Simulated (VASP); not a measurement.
Runs of VASP 6.6.1 on ZnS. The structure is that of space group F-43m (No. 216), or close to it. The cells are those of the table. 

| cell | gap on the mesh (eV) | pressure (GPa) |
| --- | --- | --- |
| a = 3.519 Å, angles 60.0°, 2 atoms | 3.06 | 31.8 |
| a = 3.978 Å, angles 60.0°, 2 atoms | 2.13 | -7.6 |
| a = 3.596, b = 3.596, c = 3.519 Å, angles 60.7, 60.7, 58.6°, 2 atoms | (a) | 23.8 |
| a = 3.672 Å, angles 60.0°, 2 atoms | 3.25 | 11.2 |
| a = 4.131 Å, angles 60.0°, 2 atoms | (b) | -11.3 |

Alike in all rows: task single point; level r2SCAN; potentials or basis VASP PAW PBE potentials, release 64 (Zn, S); no spin polarisation; k mesh 8 × 8 × 8; cutoff (eV) 520; smearing gaussian 0.05 eV.

Fill in the values left out.

(a) 3.03; (b) 1.65.

Caveats: the PAW data sets were made with another functional, which shifts forces and pressure a little.

A k mesh can miss the band edges.
